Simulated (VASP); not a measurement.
# Ta (Im-3m) in VASP: further runs, part 2 of 2

VASP 6.6.1.

## Step 3: Single point, PBE0

This run uses another cell than the first one, of 18.38 Å³/atom, 1.021 times its volume.

POSCAR

```
Ta
1.0
   -1.6625919852      1.6625919852      1.6625919852
    1.6625919852     -1.6625919852      1.6625919852
    1.6625919852      1.6625919852     -1.6625919852
Ta
1
Direct
    0.0000000000      0.0000000000      0.0000000000
```

INCAR.step1

```
PREC     = Accurate       # precision mode
ENCUT    = 520            # plane-wave cutoff, eV
EDIFF    = 1E-5           # SCF threshold, eV
ISMEAR   = -1             # smearing method
SIGMA    = 0.05           # smearing width, eV
LREAL    = F              # projectors in reciprocal space
LASPH    = T              # aspherical terms in the spheres
NELM     = 60             # most SCF steps
ALGO     = Normal         # electronic algorithm
ISIF     = 2              # what is computed and relaxed
LWAVE    = T              # write WAVECAR
NBANDS   = 12             # bands
GGA      = PE             # functional
```

INCAR.step2

```
PREC     = Accurate       # precision mode
ENCUT    = 520            # plane-wave cutoff, eV
EDIFF    = 1E-7           # SCF threshold, eV
ISMEAR   = -1             # smearing method
SIGMA    = 0.05           # smearing width, eV
LREAL    = F              # projectors in reciprocal space
LASPH    = T              # aspherical terms in the spheres
NELM     = 60             # most SCF steps
ALGO     = Normal         # electronic algorithm
ISIF     = 2              # what is computed and relaxed
LWAVE    = F              # write WAVECAR
LCHARG   = T              # write CHGCAR
GGA      = PE             # functional
LHFCALC  = T              # exact exchange
AEXX     = 0.25           # exact-exchange fraction
PRECFOCK = Normal       
LELF     = T              # ELF
LVHAR    = T            
NBANDS   = 12             # bands
ISTART   = 1
```

KPOINTS

```
regular mesh
0
Gamma
  6 6 6
```

Potentials or basis: VASP PAW PBE potentials, release 64 (Ta_pv).

Started as:

```console
> cat potpaw_PBE.64/Ta_pv/POTCAR > POTCAR
> cp INCAR.step1 INCAR
> mpirun -np 1 vasp_std > vasp.out
> cp INCAR.step2 INCAR
> mpirun -np 1 vasp_std > vasp.out
```

OUTCAR:

```text
PREC = Accurate
   ENCUT = 520
   EDIFF = 1E-7
   ISMEAR = -1
   LREAL = F
   LASPH = T
   NELM = 60
   ISIF = 2
   GGA = PE
   LHFCALC = T
   AEXX = 0.25
   PRECFOCK = Normal
   ISTART = 1

 ion  position               nearest neighbor table
   1  0.000  0.000  0.000-

  LATTYP: Found a body centered cubic cell.
 ALAT       =     3.3251839704

  Lattice vectors:

 A1 = (  -1.6625919852,   1.6625919852,   1.6625919852)
 A2 = (   1.6625919852,  -1.6625919852,   1.6625919852)
 A3 = (   1.6625919852,   1.6625919852,  -1.6625919852)

Analysis of symmetry for initial positions (statically):
=====================================================================
 Subroutine PRICEL returns:
 Original cell was already a primitive cell.

 Routine SETGRP: Setting up the symmetry group for a
 body centered cubic supercell.

 Subroutine GETGRP returns: Found 48 space group operations
 (whereof 48 operations were pure point group operations)
 out of a pool of 48 trial point group operations.

[... 165 lines left out ...]

 k-point     1 :       0.0000    0.0000    0.0000
  band No.  band energies     occupation
      1     -30.8509      2.00000
      2     -30.8509      2.00000
      3     -30.8509      2.00000
      4      -4.2633      2.00000
      5       6.7118      0.00000
      6       6.7118      0.00000
      7       6.7118      0.00000
      8      10.2866      0.00000
      9      10.2866      0.00000
     10      21.4160      0.00000
     11      21.4160      0.00000
     12      21.4160      0.00000
[... 211 lines left out ...]
 k-point    16 :       0.5000    0.5000    0.5000
  band No.  band energies     occupation
      1     -31.6927      2.00000
      2     -31.6927      2.00000
      3     -31.6927      2.00000
      4       0.4612      2.00000
      5       0.4612      2.00000
      6      13.0542      0.00000
      7      13.0542      0.00000
      8      13.0542      0.00000
      9      14.6998      0.00000
     10      14.6998      0.00000
     11      14.6998      0.00000
     12      22.0686      0.00000

------------------------ aborting loop because EDIFF is reached ----------------------------------------

  FORCE on cell =-STRESS in cart. coord.  units (eV):
  Direction    XX          YY          ZZ          XY          YZ          ZX
  --------------------------------------------------------------------------------------
  -------------------------------------------------------------------------------------
  Total       -0.1447464     -0.1447464     -0.1447464      0.0000000      0.0000000     -0.0000000
  in kB      -12.6154116    -12.6154116    -12.6154116      0.0000000      0.0000000     -0.0000000
  external PRESSURE =     -12.6154116 kB  Pullay stress =       0.0000000 kB

 VOLUME and BASIS-vectors are now :
 -----------------------------------------------------------------------------
  energy-cutoff  :      520.00
  volume of cell :       18.38
      direct lattice vectors                 reciprocal lattice vectors
    -1.662591985  1.662591985  1.662591985     0.000000000  0.300735240  0.300735240
     1.662591985 -1.662591985  1.662591985     0.300735240  0.000000000  0.300735240
     1.662591985  1.662591985 -1.662591985     0.300735240  0.300735240  0.000000000

 POSITION                                       TOTAL-FORCE (eV/Angst)
 -----------------------------------------------------------------------------------
      0.00000      0.00000      0.00000         0.000000      0.000000      0.000000
 -----------------------------------------------------------------------------------
    total drift:                                0.000000     -0.000000     -0.000000

  FREE ENERGIE OF THE ION-ELECTRON SYSTEM (eV)
  ---------------------------------------------------
  free  energy   TOTEN  =       -14.5851706735 eV

  energy  without entropy=      -14.5777254994  energy(sigma->0) =      -14.58144809
```

Wall time 14 min (1 thread of AMD EPYC 7R13, shared host); peak memory 0.15 GiB.

Results:

```
Free energy : -14.5852 eV
Pressure    : -1.3 GPa
```

Caveat: the k points lie up to 0.45 Å⁻¹ apart; the PAW data sets were made with another functional, which shifts forces and pressure a little; spin-orbit coupling is left out, which moves the levels of the heavy elements.

## Step 4: Single point, LDA

This run uses another cell than the first one, of 17.21 Å³/atom, 0.956 times its volume.

INCAR

```
SYSTEM = Ta
PREC = Accurate
ENCUT = 500
EDIFF = 1E-6
ISMEAR = -1
SIGMA = 0.05
LREAL = .FALSE.
LASPH = .TRUE.
NELM = 120
ALGO = Normal
ISIF = 2
LWAVE = .FALSE.
LCHARG = .FALSE.
GGA = CA
NBANDS = 12
GGA_COMPAT = .FALSE.
```

KPOINTS

```
regular mesh
0
G
  11 11 11
  0 0 0
```

POSCAR

```
Ta
1.0
   -1.6264785559      1.6264785559      1.6264785559
    1.6264785559     -1.6264785559      1.6264785559
    1.6264785559      1.6264785559     -1.6264785559
Ta
1
Direct
    0.0000000000      0.0000000000      0.0000000000
```

Potentials or basis: VASP PAW LDA potentials, release 64 (Ta_sv_GW).

Started as:

```console
> cat potpaw_LDA.64/Ta_sv_GW/POTCAR > POTCAR
> mpirun -np 1 vasp_std > vasp.out
```

Run time: 6.6 s. Hardware: 1 thread of AMD EPYC 9R45 (Zen 5), shared host; peak memory 0.11 GiB.

Results (log left out):

```
Free energy : -15.3270 eV
Pressure    : -0.7 GPa
```

Levels at points of the mesh, in eV from the Fermi level:
| k point | band 3 | band 4 | band 5 | band 6 | band 7 | band 8 | band 9 | band 10 |
| --- | --- | --- | --- | --- | --- | --- | --- | --- |
| (0.00, 0.00, 0.00) | -32.73 | -32.73 | -8.00 | 0.66 | 0.66 | 0.66 | 4.08 | 4.08 |

Caveat: spin-orbit coupling is left out, which moves the levels of the heavy elements.

## Step 5: Relaxation of cell and atoms, LDA

INCAR

```
SYSTEM = Ta
PREC = Accurate ; ENCUT = 500
EDIFF = 1E-7 ; ISMEAR = -1
SIGMA = 0.05 ; LREAL = .False.
LASPH = .True. ; NELM = 120
ALGO = Normal ; ISIF = 3
LWAVE = .False. ; LCHARG = .False.
IBRION = 2 ; NSW = 60
EDIFFG = -0.01 ; GGA_COMPAT = .False.
NELMIN = 4
```

KPOINTS

```
regular mesh
0
Gamma
  11 11 11
  0 0 0
```

POSCAR

```
Ta
1.0
   -1.6512800000      1.6512800000      1.6512800000
    1.6512800000     -1.6512800000      1.6512800000
    1.6512800000      1.6512800000     -1.6512800000
Ta
1
Direct
    0.0000000000      0.0000000000      0.0000000000
```

Potentials or basis: VASP PAW LDA potentials, release 64 (Ta_sv_GW).

Started as:

```console
> cat potpaw_LDA.64/Ta_sv_GW/POTCAR > POTCAR
> mpirun -np 1 vasp_std > vasp.out
```

OUTCAR:

```text
SYSTEM = Ta
   PREC = Accurate
   ENCUT = 500
   EDIFF = 1E-7
   ISMEAR = -1
   LREAL = .False.
   LASPH = .True.
   NELM = 120
   ISIF = 3
   IBRION = 2
   NSW = 60
   EDIFFG = -0.01
   NELMIN = 4

 ion  position               nearest neighbor table
   1  0.000  0.000  0.000-

  LATTYP: Found a body centered cubic cell.
 ALAT       =     3.3025600000

  Lattice vectors:

 A1 = (  -1.6512800000,   1.6512800000,   1.6512800000)
 A2 = (   1.6512800000,  -1.6512800000,   1.6512800000)
 A3 = (   1.6512800000,   1.6512800000,  -1.6512800000)

Analysis of symmetry for initial positions (statically):
=====================================================================
 Subroutine PRICEL returns:
 Original cell was already a primitive cell.

 Routine SETGRP: Setting up the symmetry group for a
 body centered cubic supercell.

 Subroutine GETGRP returns: Found 48 space group operations
 (whereof 48 operations were pure point group operations)
 out of a pool of 48 trial point group operations.

The static configuration has the point symmetry O_h .

Analysis of symmetry for dynamics (positions and initial velocities):
=====================================================================
[... 167 lines left out ...]
  external PRESSURE =     -99.1029964 kB  Pullay stress =       0.0000000 kB
[... 92 lines left out ...]
--------------------------------------- Ionic step        4  -------------------------------------------

 number of electron      13.0000001 magnetization

 Free energy of the ion-electron system (eV)
  ---------------------------------------------------
  ext. energy  EPLUGINS =         0.00000000
  ---------------------------------------------------
  free energy    TOTEN  =       -15.33122909 eV

  energy without entropy =      -15.32406083  energy(sigma->0) =      -15.32764496

 E-fermi :  10.8212     XC(G=0): -13.5265

 val. band max:       10.7983262840   @ k =  -0.4545  -0.4545   0.0909
 cond. band min:      10.8753100582   @ k =  -0.1818   0.2727   0.0909
 fundamental gap:      0.0769837741
 Fermi energy:        10.8211626627

 k-point     1 :       0.0000    0.0000    0.0000
  band No.  band energies     occupation
      1     -55.8643      2.00000
      2     -21.9097      2.00000
      3     -21.9097      2.00000
      4     -21.9097      2.00000
      5       2.8214      2.00000
      6      11.4852      0.00000
      7      11.4852      0.00000
      8      11.4852      0.00000
      9      14.9089      0.00000
     10      14.9089      0.00000
[... 287 lines left out ...]
 k-point    24 :       0.3636    0.1818    0.0909
  band No.  band energies     occupation
      1     -55.7114      2.00000
      2     -23.0560      2.00000
      3     -22.5422      2.00000
      4     -22.1402      2.00000
      5       7.8844      2.00000
      6       9.1305      2.00000
      7      11.0289      0.03090
      8      15.3898      0.00000
      9      15.9965      0.00000
     10      20.4202      0.00000

 [... further k-points ...]

------------------------ aborting loop because EDIFF is reached ----------------------------------------

  FORCE on cell =-STRESS in cart. coord.  units (eV):
  Direction    XX          YY          ZZ          XY          YZ          ZX
  --------------------------------------------------------------------------------------
  -------------------------------------------------------------------------------------
  Total       -0.0066289     -0.0066289     -0.0066289     -0.0000000      0.0000000     -0.0000000
  in kB       -0.6177096     -0.6177096     -0.6177096     -0.0000000      0.0000000     -0.0000000
  external PRESSURE =      -0.6177096 kB  Pullay stress =       0.0000000 kB
[... 16 lines left out ...]
  FREE ENERGIE OF THE ION-ELECTRON SYSTEM (eV)
  ---------------------------------------------------
  free  energy   TOTEN  =       -15.3312290908 eV

  energy  without entropy=      -15.3240608301  energy(sigma->0) =      -15.32764496

 reached required accuracy - stopping structural energy minimisation
```

OSZICAR:

```text
N       E                     dE             d eps       ncg     rms          rms(c)
DAV:   1     0.699271909382E+02    0.69927E+02   -0.78477E+03  1162   0.121E+03
DAV:   2    -0.137207050185E+02   -0.83648E+02   -0.81107E+02  1282   0.299E+02
DAV:   3    -0.161171356022E+02   -0.23964E+01   -0.23398E+01  1356   0.494E+01
[... 42 lines left out ...]
DAV:   3    -0.153312121278E+02    0.75013E-04   -0.48173E-04  1130   0.227E-01    0.315E-01
DAV:   4    -0.153312176135E+02   -0.54857E-05   -0.45861E-06  1150   0.270E-02    0.222E-01
DAV:   5    -0.153312227736E+02   -0.51601E-05   -0.25314E-06  1162   0.117E-02    0.176E-01
DAV:   6    -0.153312286602E+02   -0.58866E-05   -0.66986E-06  1160   0.217E-02    0.568E-02
DAV:   7    -0.153312290884E+02   -0.42822E-06   -0.67670E-07  1510   0.755E-03    0.684E-03
DAV:   8    -0.153312290908E+02   -0.24131E-08   -0.72862E-09   562   0.127E-03
   4 F= -.15331229E+02 E0= -.15327645E+02  d E =-.264585E-01
```

CONTCAR:

```text
Ta
   1.00000000000000
    -1.6259345793073623    1.6259345793073623    1.6259345793073623
     1.6259345793073623   -1.6259345793073623    1.6259345793073623
     1.6259345793073623    1.6259345793073623   -1.6259345793073623
  Ta
     1
Direct
     0.0000000000000000    0.0000000000000000    0.0000000000000000

  0.00000000E+00  0.00000000E+00  0.00000000E+00
```

It took 22 s on 1 thread of AMD EPYC 9R45 (Zen 5), shared host; peak memory 0.12 GiB.

What came out:

```
Free energy                            : -15.3312 eV
Relaxed volume                         : 17.19 Å³/atom
Relaxed cell                           : a = 2.816 Å, b = 2.816 Å, c = 2.816 Å, α = 109.47°, β = 109.47°, γ = 109.47°
Space group after relaxing (to 0.05 Å) : Im-3m (No. 229)
Energy gained by relaxing              : 26.5 meV/atom
Ionic steps                            : 4
Pressure after relaxing                : -0.1 GPa
```

Step by step:
```
step  energy change (eV)  largest force (eV/Å)  pressure (GPa)  volume (Å³)
   1              0.0000                0.0000           -9.91        18.01
   2              0.1646                0.0000           34.88        15.26
   3             -0.0264                0.0000           -0.52        17.23
   4             -0.0265                0.0000           -0.06        17.19
```

Final structure:
```
Ta
1.0
    -1.62593    1.62593    1.62593
     1.62593   -1.62593    1.62593
     1.62593    1.62593   -1.62593
Ta
1
Direct
  0.00000 0.00000 0.00000
```

Caveat: spin-orbit coupling is left out, which moves the levels of the heavy elements.

## Step 6: Single point, LDA

This run uses another cell than the first one, of 19.09 Å³/atom, 1.060 times its volume.

INCAR

```
PREC = Accurate
ENCUT = 500
EDIFF = 1E-6
ISMEAR = -1
SIGMA = 0.05
LREAL = False
LASPH = True
NELM = 120
ALGO = Normal
ISIF = 2
LWAVE = False
LCHARG = False
GGA = CA
NBANDS = 12
GGA_COMPAT = False
```

KPOINTS

```
regular mesh
0
Gamma
  11 11 11
```

POSCAR

```
Ta
1.0
   -1.6836662614      1.6836662614      1.6836662614
    1.6836662614     -1.6836662614      1.6836662614
    1.6836662614      1.6836662614     -1.6836662614
Ta
1
Direct
    0.0000000000      0.0000000000      0.0000000000
```

Potentials or basis: VASP PAW LDA potentials, release 64 (Ta_sv_GW).

Started as:

```console
> cat potpaw_LDA.64/Ta_sv_GW/POTCAR > POTCAR
> mpirun -np 1 vasp_std > vasp.out
```

Run time: 7.9 s. Hardware: 1 thread of Intel Xeon Platinum 8375C at 2.90GHz (Ice Lake), shared host; peak memory 0.14 GiB.

Results (log left out):

| Property | Result |
| --- | --- |
| Free energy | -15.2101 eV |
| Pressure | -19.4 GPa |

Levels at points of the mesh, in eV from the Fermi level:
```csv
k point,band 4,band 5,band 6,band 7,band 8,band 9
"(0.00, 0.00, 0.00)",-33.13,-7.61,0.67,0.67,0.67,3.72
```

Caveat: spin-orbit coupling is left out, which moves the levels of the heavy elements.

## Step 7: The runs side by side

```csv
task,level,potentials or basis,cell,k mesh,cutoff (eV),grid for exact exchange (PRECFOCK),second run,gap on the mesh (eV),pressure (GPa)
single point,r2SCANh,"VASP PAW PBE potentials, release 64 (Ta_pv)","a = 2.860 Å, angles 109.5°, 1 atom",6 × 6 × 6,520,Normal,-,none,3.9
single point,PBE0,"VASP PAW PBE potentials, release 64 (Ta_pv)","a = 2.880 Å, angles 109.5°, 1 atom",6 × 6 × 6,520,Normal,-,none,-1.3
single point,LDA,"VASP PAW LDA potentials, release 64 (Ta_sv_GW)","a = 2.817 Å, angles 109.5°, 1 atom",11 × 11 × 11,500,-,valence_matched,none,-0.7
relaxation of cell and atoms,LDA,"VASP PAW LDA potentials, release 64 (Ta_sv_GW)","relaxed from a = 2.860 Å, angles 109.5°, 1 atom",11 × 11 × 11,500,-,valence_matched,none,-0.1
single point,LDA,"VASP PAW LDA potentials, release 64 (Ta_sv_GW)","a = 2.916 Å, angles 109.5°, 1 atom",11 × 11 × 11,500,-,valence_matched,none,-19.4
```

Alike in all rows: no spin polarisation; smearing fermi-dirac 0.05 eV.

Caveats: some runs use coarse meshes; spin-orbit coupling is left out, which moves the levels of the heavy elements; the PAW data sets were made with another functional, which shifts forces and pressure a little (some runs).

Total energies depend on the potentials used, so only differences within one code and one set of settings carry meaning.
